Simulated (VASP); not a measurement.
# Al3GaN4 (Pm) in VASP: notebook

The runs below take Al3GaN4 through relaxation of cell and atoms, with r2SCAN.

Everything below comes from runs of VASP 6.6.1. Logs are shortened: lines on timing, memory, paths and dates and some standing lists are left out, and cuts for length are marked.

## (1) The cell of the first run

It takes space group Pm (No. 6, monoclinic). Conventional cell: a = 4.895 Å, b = 3.041 Å, c = 5.265 Å, α = 90.00°, β = 90.04°, γ = 90.00°. Within 2.4 Å of Al (site symmetry m) lie 4 N at 1.83 to 1.85 Å. Al (site symmetry m) has 4 N at 1.84 to 1.85 Å within 2.4 Å. Al (site symmetry m) has 4 N at 1.84 to 1.85 Å within 2.4 Å. Ga (site symmetry m) has 4 N at 1.88 to 1.91 Å within 2.5 Å. Within 2.4 Å of N (site symmetry m) lie 3 Al at 1.84 Å and 1 Ga at 1.91 Å. N (site symmetry m) has 4 Al at 1.85 Å within 2.5 Å. Within 2.4 Å of N (site symmetry m) lie 2 Al at 1.83 to 1.84 Å and 2 Ga at 1.88 Å. Within 2.4 Å of N (site symmetry m) lie 3 Al at 1.84 to 1.85 Å and 1 Ga at 1.89 Å.

## (2) Relaxation of cell and atoms, r2SCAN, target pressure 20 GPa, at which the enthalpy is minimised

Contents of POSCAR:

```
Al3GaN4
1.0
    4.8945033916      0.0000000000     -0.0001753683
    0.0000000000      3.0414151034      0.0000000000
   -0.0034488852      0.0000000000      5.2652174811
Al Ga N
3 1 4
Direct
    0.5004800611      0.5000000000      0.1673767778
    0.0010283673      0.5000000000      0.8350361208
    0.0012955358      0.0000000000      0.3315120122
    0.4994800787      0.0000000000      0.6660613045
    0.1102322112      0.0000000000      0.6662733113
    0.1225657871      0.5000000000      0.1672255560
    0.6252163387      0.5000000000      0.8407101026
    0.6233006201      0.0000000000      0.3258058148
```

Contents of INCAR.step1:

```
ALGO     = Normal         # electronic algorithm
EDIFF    = 1E-4           # SCF threshold, eV
ENCUT    = 600            # plane-wave cutoff, eV
GGA      = PE             # functional
ISMEAR   = 0              # smearing method
LASPH    = True           # aspherical terms in the spheres
LCHARG   = False          # write CHGCAR
LREAL    = False          # projectors in reciprocal space
LWAVE    = True           # write WAVECAR
NELM     = 100            # most SCF steps
PREC     = Accurate       # precision mode
SIGMA    = 0.02           # smearing width, eV
```

Contents of INCAR.step2:

```
ALGO     = Normal         # electronic algorithm
EDIFF    = 1E-6           # SCF threshold, eV
EDIFFG   = -0.008         # ionic threshold
ENCUT    = 600            # plane-wave cutoff, eV
IBRION   = 2              # ionic algorithm
ISIF     = 3              # what is computed and relaxed
ISMEAR   = 0              # smearing method
ISTART   = 1            
LASPH    = True           # aspherical terms in the spheres
LCHARG   = False          # write CHGCAR
LMIXTAU  = True         
LREAL    = False          # projectors in reciprocal space
LWAVE    = False          # write WAVECAR
METAGGA  = R2SCAN         # meta-GGA
NELM     = 100            # most SCF steps
NSW      = 70             # ionic steps
PREC     = Accurate       # precision mode
PSTRESS  = 200.0        
SIGMA    = 0.02           # smearing width, eV
```

Contents of KPOINTS:

```
k-points
0
Gamma
  6 8 4
```

Potentials or basis: VASP PAW PBE potentials, release 64 (Al, Ga_d, N).

Command:

```sh
cat potpaw_PBE.64/Al/POTCAR potpaw_PBE.64/Ga_d/POTCAR potpaw_PBE.64/N/POTCAR > POTCAR
cp INCAR.step1 INCAR
mpirun -np 1 vasp_std > vasp.out
cp INCAR.step2 INCAR
mpirun -np 1 vasp_std > vasp.out
```

OUTCAR:

```text
EDIFF = 1E-6
   EDIFFG = -0.008
   ENCUT = 600
   IBRION = 2
   ISIF = 3
   ISMEAR = 0
   ISTART = 1
   LASPH = True
   LREAL = False
   METAGGA = R2SCAN
   NELM = 100
   NSW = 70
   PREC = Accurate
   PSTRESS = 200.0

 ion  position               nearest neighbor table
   1  0.500  0.500  0.167-   7 1.83   8 1.84   8 1.84   6 1.85   3 3.01   3 3.01   2 3.01   3 3.01
                             3 3.01   2 3.01   4 3.03   4 3.03   4 3.05   4 3.05
   2  0.001  0.500  0.835-   7 1.84   5 1.84   5 1.84   6 1.85   1 3.01   4 3.01   4 3.01   1 3.01
                             4 3.02   4 3.02   3 3.02   3 3.02   3 3.06   3 3.06
   3  0.001  0.000  0.332-   5 1.84   6 1.85   6 1.85   8 1.85   1 3.01   1 3.01   4 3.01   1 3.01
                             1 3.01   4 3.02   2 3.02   2 3.02   2 3.06   2 3.06
   4  0.499  0.000  0.666-   7 1.88   7 1.88   8 1.89   5 1.91   3 3.01   2 3.01   2 3.01   2 3.02
                             2 3.02   3 3.02   1 3.03   1 3.03   1 3.05   1 3.05
   5  0.110  0.000  0.666-   2 1.84   2 1.84   3 1.84   4 1.91
   6  0.123  0.500  0.167-   2 1.85   3 1.85   3 1.85   1 1.85
   7  0.625  0.500  0.841-   1 1.83   2 1.84   4 1.88   4 1.88
   8  0.623  0.000  0.326-   1 1.84   1 1.84   3 1.85   4 1.89

  LATTYP: Found a simple monoclinic cell.
 ALAT       =     4.8945033947
 B/A-ratio  =     0.6213940124
 C/A-ratio  =     1.0757411296
 COS(beta)  =    -0.0006908614

  Lattice vectors:

 A1 = (   4.8945033916,   0.0000000000,  -0.0001753683)
 A2 = (   0.0000000000,   3.0414151034,   0.0000000000)
 A3 = (  -0.0034488852,   0.0000000000,   5.2652174811)

Analysis of symmetry for initial positions (statically):
=====================================================================
 Subroutine PRICEL returns:
 Original cell was already a primitive cell.

 Routine SETGRP: Setting up the symmetry group for a
 simple monoclinic supercell.

 Subroutine GETGRP returns: Found  2 space group operations
 (whereof  2 operations were pure point group operations)
 out of a pool of  4 trial point group operations.

The static configuration has the point symmetry C_1h.

Analysis of symmetry for dynamics (positions and initial velocities):
=====================================================================
 Subroutine PRICEL returns:
 Original cell was already a primitive cell.

 Routine SETGRP: Setting up the symmetry group for a
 simple monoclinic supercell.

 Subroutine GETGRP returns: Found  2 space group operations
 (whereof  2 operations were pure point group operations)
 out of a pool of  4 trial point group operations.

The dynamic configuration has the point symmetry C_1h.

 Subroutine INISYM returns: Found  2 space group operations
 (whereof  2 operations are pure point group operations),
 and found     1 'primitive' translations

----------------------------------------------------------------------------------------

                                     Primitive cell

  volume of cell :      78.3792

  direct lattice vectors                    reciprocal lattice vectors
     4.894503392  0.000000000 -0.000175368     0.204310825  0.000000000  0.000133830
     0.000000000  3.041415103  0.000000000     0.000000000  0.328794316  0.000000000
    -0.003448885  0.000000000  5.265217481     0.000006805  0.000000000  0.189925682

  length of vectors
     4.894503395  3.041415103  5.265218611     0.204310868  0.328794316  0.189925683

  position of ions in fractional coordinates (direct lattice)
     0.500480061  0.500000000  0.167376778
     0.001028367  0.500000000  0.835036121
     0.001295536  0.000000000  0.331512012
     0.499480079  0.000000000  0.666061304
     0.110232211  0.000000000  0.666273311
     0.122565787  0.500000000  0.167225556
     0.625216339  0.500000000  0.840710103
     0.623300620  0.000000000  0.325805815

  ion indices of the primitive-cell ions
   primitive index   ion index
                 1           1
                 2           2
                 3           3
                 4           4
                 5           5
                 6           6
                 7           7
                 8           8

----------------------------------------------------------------------------------------

 KPOINTS: k-points

Automatic generation of k-mesh.
 Grid dimensions read from file:
 generate k-points for:    6    8    4

 Generating k-lattice:

  Cartesian coordinates                     Fractional coordinates (reciprocal lattice)
     0.034051804  0.000000000  0.000022305     0.166666667  0.000000000  0.000000000
     0.000000000  0.041099290  0.000000000     0.000000000  0.125000000  0.000000000
     0.000001701  0.000000000  0.047481421     0.000000000  0.000000000  0.250000000

  Length of vectors
     0.034051811  0.041099290  0.047481421

  Shift w.r.t. Gamma in fractional coordinates (k-lattice)
     0.000000000  0.000000000  0.000000000

 Subroutine IBZKPT returns following result:
[... 29 lines left out ...]
   LNONCOLLINEAR =      F non collinear calculations
   LSORBIT =      F    spin-orbit coupling
   LASPH  =      T    aspherical Exc in radial PAW
   ENCUT  =  600.0 eV  44.10 Ry    6.64 a.u.   9.78  6.07 10.52*2*pi/ulx,y,z
   NELM   =    100;   NELMIN=  2; NELMDL=  0     # of ELM steps
   EDIFF  = 0.1E-05   stopping-criterion for ELM
   LREAL  =      F    real-space projection
   EDIFFG = -.8E-02   stopping-criterion for IOM
   NSW    =     70    number of steps for IOM
   IBRION =      2    ionic relax: 0-MD 1-quasi-New 2-CG
   NFREE  =      1    steps in history (QN), initial steepest desc. (CG)
   ISIF   =      3    stress and relaxation
   ISYM   =      2    0-nonsym 1-usesym 2-fastsym
   POTIM  = 0.5000    time-step for ionic-motion
   TEBEG  =    0.0;   TEEND  =   0.0 temperature during run
   PSTRESS=  200.0 pullay stress
   NELECT =      42.0000    total number of electrons
   NUPDOWN=      -1.0000    fix difference up-down
   EMIN   =  10.00;   EMAX   =-10.00  energy-range for DOS
   EFERMI =   0.00;   METHOD = LEGACY
   ISMEAR =     0;   SIGMA  =   0.02  broadening in eV -4-tet -1-fermi 0-gaus
   EFERMI_NEDOS =   21; number of points for ismear=-14 and -15
   IALGO  =     38    algorithm
   IMIX   =      4    mixing-type and parameters
     AMIX     =   0.40;   BMIX     =  1.00
     AMIX_MAG =   1.60;   BMIX_MAG =  1.00
  volume/ion in A,a.u.               =       9.80        66.12
  Fermi-wavevector in a.u.,A,eV,Ry     =   1.329712  2.512792 24.056938  1.768135
  Thomas-Fermi vector in A             =   2.458854
   LORBIT       =      0    0 simple, 1 ext, 2 COOP (PROOUT), +10 PAW based schemes
   METAGGA = R2SCAN    functional components
   LHFCALC =     F    Hartree Fock is set to
   AEXX    =    0.0000 exact exchange contribution
   IVDW    =     0    specifies the selected vdW correction
   LEPSILON=     F    determine dielectric tensor
   LRPA    =     F    only Hartree local field effects (RPA)
 conjugate gradient relaxation of ions
 non-spin polarized calculation
 Gauss-broadening in eV      SIGMA  =   0.02
  energy-cutoff  :      600.00
  volume of cell :       78.38
 maximum number of plane-waves:      2640
   NGX = 19   NGY = 13   NGZ = 21

--------------------------------------- Ionic step        1  -------------------------------------------

 number of electron      42.0000008 magnetization

 Free energy of the ion-electron system (eV)
  ---------------------------------------------------
  ext. energy  EPLUGINS =         0.00000000
  ---------------------------------------------------
  free energy    TOTEN  =       -79.14560967 eV

  energy without entropy =      -79.14560967  energy(sigma->0) =      -79.14560967

------------------------ aborting loop because EDIFF is reached ----------------------------------------

  FORCE on cell =-STRESS in cart. coord.  units (eV):
  Direction    XX          YY          ZZ          XY          YZ          ZX
  --------------------------------------------------------------------------------------
  -------------------------------------------------------------------------------------
  Total        9.9403529     10.1505931     10.1253989      0.0000000      0.0000000      0.0016546
  in kB      203.1944063    207.4920038    206.9770005      0.0000000      0.0000000      0.0338230
  external PRESSURE =       5.8878035 kB  Pullay stress =     200.0000000 kB
[... 115 lines left out ...]
  energy  without entropy=      -79.1748138819  energy(sigma->0) =      -79.17481388

  enthalpy is  TOTEN    =       -69.3624870294 eV   P V=        9.8123268525

[... ionic steps 4 to 7 ...]

--------------------------------------- Ionic step        8  -------------------------------------------

 number of electron      42.0000010 magnetization

------------------------ aborting loop because EDIFF is reached ----------------------------------------
[... 83 lines left out ...]
--------------------------------------- Ionic step       10  -------------------------------------------

 number of electron      42.0000010 magnetization

 Free energy of the ion-electron system (eV)
  ---------------------------------------------------
  ext. energy  EPLUGINS =         0.00000000
  ---------------------------------------------------
  free energy    TOTEN  =       -79.16553795 eV

  energy without entropy =      -79.16553795  energy(sigma->0) =      -79.16553795

 E-fermi :   6.6500     XC(G=0): -12.1548

 val. band max:        6.5045882959   @ k =   0.0000   0.0000   0.0000
 cond. band min:      11.3478345165   @ k =   0.0000   0.0000   0.0000
 fundamental gap:      4.8432462207
 Fermi energy:         6.6499647535

 k-point     1 :       0.0000    0.0000    0.0000
  band No.  band energies     occupation
      1     -10.2389      2.00000
      2      -8.5031      2.00000
      3      -8.4488      2.00000
      4      -7.6032      2.00000
      5      -6.6560      2.00000
      6      -6.5289      2.00000
[... 685 lines left out ...]
     25      14.4458      0.00000
     26      16.3571      0.00000

 [... further k-points ...]

------------------------ aborting loop because EDIFF is reached ----------------------------------------

  FORCE on cell =-STRESS in cart. coord.  units (eV):
  Direction    XX          YY          ZZ          XY          YZ          ZX
  --------------------------------------------------------------------------------------
  -------------------------------------------------------------------------------------
  Total        9.8205538      9.7937913      9.7993179      0.0000000      0.0000000     -0.0010623
  in kB      200.3607799    199.8147661    199.9275203      0.0000000      0.0000000     -0.0216739
  external PRESSURE =       0.0343555 kB  Pullay stress =     200.0000000 kB
[... 27 lines left out ...]
  energy  without entropy=      -79.1655379528  energy(sigma->0) =      -79.16553795

  enthalpy is  TOTEN    =       -69.3626675248 eV   P V=        9.8028704280

 reached required accuracy - stopping structural energy minimisation
```

It took 69 min on 1 thread of Oxide Virtual Turin-like, shared host; peak memory 0.29 GiB.

What came out:

* Free energy: -79.1655 eV
* Relaxed volume: 9.82 Å³/atom
* Relaxed cell: a = 4.892 Å, b = 3.046 Å, c = 5.271 Å, α = 90.00°, β = 90.05°, γ = 90.00°
* Space group after relaxing (to 0.1 Å): Pm (No. 6)
* Energy change on relaxing (the run minimises the enthalpy): -2.5 meV/atom
* Ionic steps: 10
* Pressure after relaxing: 20.0 GPa
* Largest force after relaxing: 0.004 eV/Å
* Band gap on the k mesh: 4.84 eV

Forces on the atoms (eV/Å):
```
Al  -0.002  0.000  0.000
Al  -0.001  0.000  0.001
Al   0.004  0.000  0.000
Ga   0.001  0.000  0.002
N   -0.001  0.000  0.002
N   -0.002  0.000 -0.002
N    0.000  0.000 -0.003
N    0.001  0.000  0.001
```

Step by step:
| step | energy change (eV) | largest force (eV/Å) | pressure (GPa) | volume (Å³) |
| --- | --- | --- | --- | --- |
| 1 | 0.0000 | 0.1169 | 20.59 | 78.38 |
| 2 | -0.0514 | 0.0765 | 19.05 | 78.79 |
| 3 | -0.0292 | 0.0460 | 19.74 | 78.61 |
| 4 | -0.0280 | 0.0480 | 19.78 | 78.60 |
| 5 | -0.0170 | 0.0236 | 20.09 | 78.51 |
| 6 | -0.0198 | 0.0184 | 19.99 | 78.53 |
| 7 | -0.0188 | 0.0195 | 20.03 | 78.52 |
| 8 | -0.0200 | 0.0097 | 19.99 | 78.53 |
| 9 | -0.0203 | 0.0098 | 19.99 | 78.53 |
| 10 | -0.0199 | 0.0035 | 20.00 | 78.53 |

Final structure:
```cif
data_structure
_symmetry_space_group_name_H-M 'P 1'
_symmetry_Int_Tables_number 1
_cell_length_a 4.8915
_cell_length_b 3.0456
_cell_length_c 5.2712
_cell_angle_alpha 90.000
_cell_angle_beta 90.048
_cell_angle_gamma 90.000
_cell_volume 78.53
loop_
_atom_site_label
_atom_site_type_symbol
_atom_site_fract_x
_atom_site_fract_y
_atom_site_fract_z
_atom_site_occupancy
Al1 Al 0.50079 0.50000 0.16755 1
Al2 Al 0.00147 0.50000 0.83525 1
Al3 Al 0.00164 0.00000 0.33123 1
Ga1 Ga 0.49950 0.00000 0.66593 1
N1 N 0.10902 0.00000 0.66618 1
N2 N 0.12257 0.50000 0.16737 1
N3 N 0.62528 0.50000 0.84128 1
N4 N 0.62332 0.00000 0.32521 1
```

Caveat: the cell is relaxed towards a set pressure, so the run minimises the enthalpy, not the energy; the PAW data sets were made with another functional, which shifts forces and pressure a little.

## (3) Relaxation of cell and atoms, r2SCAN, target pressure 5 GPa, at which the enthalpy is minimised

This run uses another cell than the first one, of 10.40 Å³/atom.

Contents of POSCAR:

```
Al3GaN4
1.0
    4.9981645528      0.0000000000     -0.0000487903
    0.0000000000      3.1012031698      0.0000000000
   -0.0033820340      0.0000000000      5.3691516288
Al Ga N
3 1 4
Direct
    0.5002883565      0.5000000000      0.1672857137
    0.0007467396      0.5000000000      0.8349352204
    0.0010616752      0.0000000000      0.3316118023
    0.4995020558      0.0000000000      0.6661750274
    0.1106027498      0.0000000000      0.6663063314
    0.1226405883      0.5000000000      0.1671535321
    0.6253722726      0.5000000000      0.8407001416
    0.6233845621      0.0000000000      0.3258332312
```

Contents of INCAR.step1:

```
SYSTEM = Al3GaN4
ALGO = Normal
EDIFF = 1E-4
ENCUT = 600
GGA = PE
ISMEAR = 0
LASPH = .TRUE.
LCHARG = .FALSE.
LREAL = .FALSE.
LWAVE = .TRUE.
NELM = 60
PREC = Accurate
SIGMA = 0.02
```

Contents of INCAR.step2:

```
SYSTEM = Al3GaN4
ALGO = Normal
EDIFF = 1E-6
EDIFFG = -0.008
ENCUT = 600
IBRION = 2
ISIF = 3
ISMEAR = 0
ISTART = 1
LASPH = .TRUE.
LCHARG = .FALSE.
LMIXTAU = .TRUE.
LREAL = .FALSE.
LWAVE = .FALSE.
METAGGA = R2SCAN
NELM = 60
NSW = 70
PREC = Accurate
PSTRESS = 50.0
SIGMA = 0.02
```

Contents of KPOINTS:

```
k-points
0
G
  6 8 4
  0 0 0
```

Potentials or basis: VASP PAW PBE potentials, release 64 (Al, Ga_d, N).

Command:

```sh
cat potpaw_PBE.64/Al/POTCAR potpaw_PBE.64/Ga_d/POTCAR potpaw_PBE.64/N/POTCAR > POTCAR
cp INCAR.step1 INCAR
mpirun -np 1 vasp_std > vasp.out
cp INCAR.step2 INCAR
mpirun -np 1 vasp_std > vasp.out
```

Wall time 43 min (1 thread of Oxide Virtual Turin-like, shared host); peak memory 0.34 GiB.

The run converged. Its results:

```yaml
Free_energy: -79.5293 eV
Relaxed_volume: 10.41 Å³/atom
Relaxed_cell: a = 4.998 Å, b = 3.102 Å, c = 5.371 Å, α = 90.00°, β = 90.04°, γ = 90.00°
Space_group_after_relaxing_to_0.1_Å: Pm (No. 6)
Energy_change_on_relaxing_the_run_minimises_the_enthalpy: -0.2 meV/atom
Ionic_steps: 7
Pressure_after_relaxing: 5.0 GPa
Largest_force_after_relaxing: 0.008 eV/Å
Band_gap_on_the_k_mesh: 4.34 eV
```

Forces in eV/Å, atoms in the order of the input:
```
Al   0.000  0.000  0.000
Al   0.003  0.000  0.004
Al   0.001  0.000 -0.003
Ga   0.002  0.000 -0.002
N   -0.002  0.000 -0.002
N    0.005  0.000  0.003
N   -0.008  0.000 -0.001
N   -0.002  0.000  0.001
```

Step by step:
| step | energy change (eV) | largest force (eV/Å) | pressure (GPa) | volume (Å³) |
| --- | --- | --- | --- | --- |
| 1 | 0.0000 | 0.0912 | 5.16 | 83.22 |
| 2 | -0.0043 | 0.0389 | 4.81 | 83.35 |
| 3 | -0.0033 | 0.0182 | 4.90 | 83.32 |
| 4 | -0.0034 | 0.0170 | 4.89 | 83.32 |
| 5 | -0.0012 | 0.0090 | 5.12 | 83.25 |
| 6 | -0.0022 | 0.0080 | 5.00 | 83.28 |
| 7 | -0.0020 | 0.0076 | 5.02 | 83.27 |

Final structure:
```cif
data_structure
_symmetry_space_group_name_H-M 'P 1'
_symmetry_Int_Tables_number 1
_cell_length_a 4.9978
_cell_length_b 3.1022
_cell_length_c 5.3710
_cell_angle_alpha 90.000
_cell_angle_beta 90.038
_cell_angle_gamma 90.000
_cell_volume 83.27
loop_
_atom_site_label
_atom_site_type_symbol
_atom_site_fract_x
_atom_site_fract_y
_atom_site_fract_z
_atom_site_occupancy
Al1 Al 0.50027 0.50000 0.16735 1
Al2 Al 0.00084 0.50000 0.83508 1
Al3 Al 0.00113 0.00000 0.33148 1
Ga1 Ga 0.49962 0.00000 0.66609 1
N1 N 0.10985 0.00000 0.66628 1
N2 N 0.12267 0.50000 0.16719 1
N3 N 0.62570 0.50000 0.84127 1
N4 N 0.62353 0.00000 0.32526 1
```

Levels at points of the mesh, in eV from the valence-band top:
```tsv
k point	band 18	band 19	band 20	band 21	band 22	band 23	band 24	band 25
(0.00, 0.00, 0.00)	-0.79	-0.11	-0.02	0.00	4.34	6.30	6.68	6.99
(0.50, 0.00, 0.00)	-0.73	-0.73	-0.33	-0.26	5.63	6.01	6.56	7.06
(0.00, 0.50, 0.00)	-1.98	-1.89	-1.60	-1.55	6.37	6.40	8.48	8.68
(0.50, 0.50, 0.00)	-1.25	-1.23	-1.21	-0.88	6.95	7.31	7.35	7.38
(0.00, 0.00, 0.50)	-0.61	-0.61	-0.41	-0.19	6.35	6.69	7.91	8.37
(0.50, 0.00, 0.50)	-1.28	-1.23	-1.21	-0.73	6.70	6.98	7.21	7.35
(0.00, 0.50, 0.50)	-1.97	-1.90	-0.84	-0.66	6.01	6.36	6.58	6.69
(0.50, 0.50, 0.50)	-1.60	-1.50	-1.45	-1.20	5.48	5.89	5.95	6.00
```

Caveat: the cell is relaxed towards a set pressure, so the run minimises the enthalpy, not the energy; the PAW data sets were made with another functional, which shifts forces and pressure a little. A k mesh can miss the band edges.
